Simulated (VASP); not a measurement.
# Tm2Ta (Fd-3m) in VASP: a series of runs, part 2 of 2

VASP 6.6.1. The steps go on from the part before.

**3. Single point, PBE**

This run uses another cell than the first one, of 24.12 Å³/atom.

Contents of INCAR:

```
SYSTEM = Tm2Ta
PREC     = Accurate       ! precision mode
ENCUT    = 500            ! plane-wave cutoff, eV
EDIFF    = 1E-6           ! SCF threshold, eV
ISMEAR   = 0              ! smearing method
SIGMA    = 0.1            ! smearing width, eV
LREAL    = .False.        ! projectors in reciprocal space
LASPH    = .True.         ! aspherical terms in the spheres
NELM     = 200            ! most SCF steps
ALGO     = Normal         ! electronic algorithm
ISIF     = 2              ! what is computed and relaxed
LWAVE    = .False.        ! write WAVECAR
LCHARG   = .False.        ! write CHGCAR
GGA      = PE             ! functional
NBANDS   = 38             ! bands
GGA_COMPAT= .False.      
LMAXMIX  = 6              ! l up to which the mixer works
```

Contents of KPOINTS:

```
Automatic mesh
0
Gamma
  4 4 4
  0 0 0
```

Contents of POSCAR:

```
Tm2Ta
1.0
    0.0000000000      4.1672397142      4.1672397142
    4.1672397142      0.0000000000      4.1672397142
    4.1672397142      4.1672397142      0.0000000000
Tm Ta
4 2
Direct
    0.1250000000      0.1250000000      0.1250000000
    0.6250000000      0.1250000000      0.1250000000
    0.1250000000      0.1250000000      0.6250000000
    0.1250000000      0.6250000000      0.1250000000
    0.5000000000      0.5000000000      0.5000000000
    0.7500000000      0.7500000000      0.7500000000
```

Potentials or basis: VASP PAW PBE potentials, release 64 (Tm_3, Ta_pv), 4f in core.

The run is started by

```bash
$ cat potpaw_PBE.64/Tm_3/POTCAR potpaw_PBE.64/Ta_pv/POTCAR > POTCAR
$ mpirun -np 1 vasp_std > vasp.out
```

Run time: 61 s. Hardware: 1 thread of Intel Xeon Platinum 8488C (Sapphire Rapids), shared host; peak memory 0.32 GiB.

Results (log left out):

```yaml
Free_energy: -35.9660 eV
Pressure: 1.0 GPa
Band_gap_on_the_k_mesh: zero (bands 29 and 30 overlap by 0.79 eV)
```

Levels at points of the mesh, in eV from the Fermi level:
```
           k point  band 24  band 25  band 26  band 27  band 28  band 29  band 30  band 31  band 32  band 33
(0.00, 0.00, 0.00)    -1.19    -1.19    -1.19    -0.31    -0.31     0.27     0.27     0.27     0.40     0.40
(0.50, 0.00, 0.00)    -1.04    -0.45    -0.45    -0.40    -0.40     0.37     0.37     0.78     0.79     0.79
(0.50, 0.50, 0.00)    -0.61    -0.58    -0.58    -0.54    -0.54    -0.42    -0.42     0.01     0.01     1.42
```

Caveat: spin-orbit coupling is left out, which moves the levels of the heavy elements; the 4f electrons are frozen in the core, so they carry no moment and show no levels.

**4. Relaxation of cell and atoms, PBE**

Contents of INCAR:

```
SYSTEM = Tm2Ta
ALGO = Normal ; EDIFF = 1E-7
EDIFFG = -0.04 ; ENCUT = 500
GGA = PE ; GGA_COMPAT = .FALSE.
IBRION = 2 ; ISIF = 3
ISMEAR = 0 ; LASPH = .TRUE.
LCHARG = .FALSE. ; LMAXMIX = 6
LREAL = .FALSE. ; LWAVE = .FALSE.
NELM = 200 ; NELMIN = 4
NSW = 90 ; PREC = Accurate
SIGMA = 0.1
```

Contents of KPOINTS:

```
k-points
0
G
  4 4 4
  0 0 0
```

Edit POSCAR of step 3 so:

```diff
@@ -2,5 +2,5 @@
 1.0
-    0.0000000000      4.1672397142      4.1672397142
-    4.1672397142      0.0000000000      4.1672397142
-    4.1672397142      4.1672397142      0.0000000000
+    0.0000000000      4.0023993700      4.0023993700
+    4.0023993700      0.0000000000      4.0023993700
+    4.0023993700      4.0023993700      0.0000000000
 Tm Ta
```

The run is started by

```bash
$ cat potpaw_PBE.64/Tm_3/POTCAR potpaw_PBE.64/Ta_pv/POTCAR > POTCAR
$ mpirun -np 1 vasp_std > vasp.out
```

It took 2.2 min on 1 thread of Intel Xeon Platinum 8488C (Sapphire Rapids), shared host; peak memory 0.28 GiB.

It converged, with:

| Item | Value |
| --- | --- |
| Free energy | -35.9695 eV |
| Relaxed volume | 24.46 Å³/atom |
| Relaxed cell | a = 5.921 Å, b = 5.921 Å, c = 5.921 Å, α = 60.00°, β = 60.00°, γ = 60.00° |
| Space group after relaxing (to 0.1 Å) | Fd-3m (No. 227) |
| Energy gained by relaxing | 107.3 meV/atom |
| Ionic steps | 3 |
| Pressure after relaxing | -0.1 GPa |
| Band gap on the k mesh | zero (bands 29 and 30 overlap by 0.77 eV) |

The path:
```csv
step,energy change (eV),largest force (eV/Å),pressure (GPa),volume (Å³)
1,0.0000,0.0000,12.46,128.23
2,-0.3486,0.0000,-5.81,161.63
3,-0.6439,0.0000,-0.06,146.75
```

Final structure:
```
Tm Ta
1.0
     0.00000    4.18650    4.18650
     4.18650    0.00000    4.18650
     4.18650    4.18650    0.00000
Tm Ta
4 2
Direct
  0.12500 0.12500 0.12500
  0.62500 0.12500 0.12500
  0.12500 0.12500 0.62500
  0.12500 0.62500 0.12500
  0.50000 0.50000 0.50000
  0.75000 0.75000 0.75000
```

Levels at points of the mesh, in eV from the Fermi level:
```tsv
k point	band 25	band 26	band 27	band 28	band 29	band 30	band 31	band 32
(0.00, 0.00, 0.00)	-1.16	-1.16	-0.31	-0.31	0.25	0.25	0.25	0.41
(0.50, 0.00, 0.00)	-0.43	-0.43	-0.39	-0.39	0.35	0.35	0.77	0.80
(0.50, 0.50, 0.00)	-0.56	-0.56	-0.52	-0.52	-0.41	-0.41	0.01	0.01
```

Caveat: spin-orbit coupling is left out, which moves the levels of the heavy elements; the 4f electrons are frozen in the core, so they carry no moment and show no levels. Spin polarisation is off, so any magnetic state and its effect on volume and gap are missing.

**5. Single point, PBE**

This run uses another cell than the first one, of 24.21 Å³/atom.

Contents of INCAR:

```
PREC = Accurate
ENCUT = 500
EDIFF = 1E-6
ISMEAR = 0
SIGMA = 0.1
LREAL = False
LASPH = True
NELM = 200
ALGO = Normal
ISIF = 2
LWAVE = False
LCHARG = False
GGA = PE
NBANDS = 38
GGA_COMPAT = False
LMAXMIX = 6
```

Contents of KPOINTS:

```
Automatic mesh
0
Gamma
  8 8 8
```

Contents of POSCAR:

```
Tm2Ta
1.0
    0.0000000000      4.1724442537      4.1724442537
    4.1724442537      0.0000000000      4.1724442537
    4.1724442537      4.1724442537      0.0000000000
Tm Ta
4 2
Direct
    0.6250000000      0.6250000000      0.6250000000
    0.1250000000      0.6250000000      0.6250000000
    0.6250000000      0.6250000000      0.1250000000
    0.6250000000      0.1250000000      0.6250000000
    0.0000000000      0.0000000000      0.0000000000
    0.2500000000      0.2500000000      0.2500000000
```

The run is started by

```bash
$ cat potpaw_PBE.64/Tm_3/POTCAR potpaw_PBE.64/Ta_pv/POTCAR > POTCAR
$ mpirun -np 1 vasp_std > vasp.out
```

Run time: 3 min. Hardware: 1 thread of Intel Xeon Platinum 8488C (Sapphire Rapids), shared host; peak memory 0.38 GiB.

The run converged. Its results:

```
Free energy            : -35.9222 eV
Pressure               : 0.7 GPa
Band gap on the k mesh : zero (bands 29 and 30 overlap by 0.79 eV)
```

Levels at points of the mesh, in eV from the Fermi level:
```csv
k point,band 25,band 26,band 27,band 28,band 29,band 30,band 31,band 32,band 33,band 34
"(0.00, 0.00, 0.00)",-1.18,-1.18,-0.31,-0.31,0.27,0.27,0.27,0.40,0.40,1.93
"(0.50, 0.00, 0.00)",-0.45,-0.45,-0.40,-0.40,0.37,0.37,0.78,0.79,0.79,1.13
"(0.50, 0.50, 0.00)",-0.58,-0.58,-0.54,-0.54,-0.43,-0.43,0.01,0.01,1.41,1.41
```

Caveat: spin-orbit coupling is left out, which moves the levels of the heavy elements; the 4f electrons are frozen in the core, so they carry no moment and show no levels.

**6. Relaxation of cell and atoms, PBE**

This run uses another cell than the first one, of 24.12 Å³/atom.

Contents of INCAR:

```
PREC = Accurate
ENCUT = 500
EDIFF = 1E-7
ISMEAR = 0
SIGMA = 0.1
LREAL = False
LASPH = True
NELM = 200
ALGO = Normal
ISIF = 3
LWAVE = False
LCHARG = False
GGA = PE
IBRION = 2
NSW = 100
EDIFFG = -0.01
GGA_COMPAT = False
NELMIN = 4
LMAXMIX = 6
```

Contents of KPOINTS:

```
regular mesh
0
Gamma
  8 8 8
```

Edit POSCAR of step 5 so:

```diff
@@ -2,5 +2,5 @@
 1.0
-    0.0000000000      4.1724442537      4.1724442537
-    4.1724442537      0.0000000000      4.1724442537
-    4.1724442537      4.1724442537      0.0000000000
+    0.0000000000      4.1672397142      4.1672397142
+    4.1672397142      0.0000000000      4.1672397142
+    4.1672397142      4.1672397142      0.0000000000
 Tm Ta
```

Potentials or basis: VASP PAW PBE potentials, release 64 (Tm_3, Ta_pv), 4f in core.

The run is started by

```bash
$ cat potpaw_PBE.64/Tm_3/POTCAR potpaw_PBE.64/Ta_pv/POTCAR > POTCAR
$ mpirun -np 1 vasp_std > vasp.out
```

Run time: 7.3 min. Hardware: 1 thread of Intel Xeon Platinum 8488C (Sapphire Rapids), shared host; peak memory 0.41 GiB.

It converged, with:

| Property | Result |
| --- | --- |
| Free energy | -35.9251 eV |
| Relaxed volume | 24.44 Å³/atom |
| Relaxed cell | a = 5.919 Å, b = 5.919 Å, c = 5.919 Å, α = 60.00°, β = 60.00°, γ = 60.00° |
| Space group after relaxing (to 0.1 Å) | Fd-3m (No. 227) |
| Energy gained by relaxing | 0.9 meV/atom |
| Ionic steps | 3 |
| Pressure after relaxing | 0.0 GPa |
| Band gap on the k mesh | zero (bands 29 and 30 overlap by 0.78 eV) |

Step by step:
```
step  energy change (eV)  largest force (eV/Å)  pressure (GPa)  volume (Å³)
   1              0.0000                0.0000            0.96       144.74
   2             -0.0039                0.0000           -0.52       147.77
   3             -0.0057                0.0000            0.00       146.66
```

Final structure:
```cif
data_structure
_symmetry_space_group_name_H-M 'P 1'
_symmetry_Int_Tables_number 1
_cell_length_a 5.9194
_cell_length_b 5.9194
_cell_length_c 5.9194
_cell_angle_alpha 60.000
_cell_angle_beta 60.000
_cell_angle_gamma 60.000
_cell_volume 146.66
loop_
_atom_site_label
_atom_site_type_symbol
_atom_site_fract_x
_atom_site_fract_y
_atom_site_fract_z
_atom_site_occupancy
Tm1 Tm 0.62500 0.62500 0.62500 1
Tm2 Tm 0.12500 0.62500 0.62500 1
Tm3 Tm 0.62500 0.62500 0.12500 1
Tm4 Tm 0.62500 0.12500 0.62500 1
Ta1 Ta 0.00000 0.00000 0.00000 1
Ta2 Ta 0.25000 0.25000 0.25000 1
```

Levels at points of the mesh, in eV from the Fermi level:
| k point | band 25 | band 26 | band 27 | band 28 | band 29 | band 30 | band 31 | band 32 | band 33 | band 34 |
| --- | --- | --- | --- | --- | --- | --- | --- | --- | --- | --- |
| (0.00, 0.00, 0.00) | -1.16 | -1.16 | -0.31 | -0.31 | 0.25 | 0.25 | 0.25 | 0.41 | 0.41 | 1.90 |
| (0.50, 0.00, 0.00) | -0.43 | -0.43 | -0.39 | -0.39 | 0.36 | 0.36 | 0.77 | 0.80 | 0.80 | 1.09 |
| (0.50, 0.50, 0.00) | -0.57 | -0.57 | -0.52 | -0.52 | -0.42 | -0.42 | 0.01 | 0.01 | 1.40 | 1.40 |

Caveat: spin-orbit coupling is left out, which moves the levels of the heavy elements; the 4f electrons are frozen in the core, so they carry no moment and show no levels.

**7. Overview**

| task | cell | k mesh | gap on the mesh (eV) | pressure (GPa) | relaxed volume (Å³/atom) |
| --- | --- | --- | --- | --- | --- |
| single point | a = 5.660 Å, angles 60.0°, 6 atoms | 4 × 4 × 4 | none | 12.5 | - |
| single point | a = 5.893 Å, angles 60.0°, 6 atoms | 4 × 4 × 4 | none | 1.0 | - |
| relaxation of cell and atoms | relaxed from a = 5.660 Å, angles 60.0°, 6 atoms | 4 × 4 × 4 | none | -0.1 | 24.46 |
| single point | a = 5.901 Å, angles 60.0°, 6 atoms | 8 × 8 × 8 | none | 0.7 | - |
| relaxation of cell and atoms | relaxed from a = 5.893 Å, angles 60.0°, 6 atoms | 8 × 8 × 8 | none | 0.0 | 24.44 |

Alike in all rows: level PBE; potentials or basis VASP PAW PBE potentials, release 64 (Tm_3, Ta_pv), 4f in core; no spin polarisation; cutoff (eV) 500; smearing gaussian 0.1 eV.

Caveats: spin-orbit coupling is left out, which moves the levels of the heavy elements; the 4f electrons are frozen in the core, so they carry no moment and show no levels; the cell stands under pressure (at least some runs).

Total energies depend on the potentials used, so only differences within one code and one set of settings carry meaning.
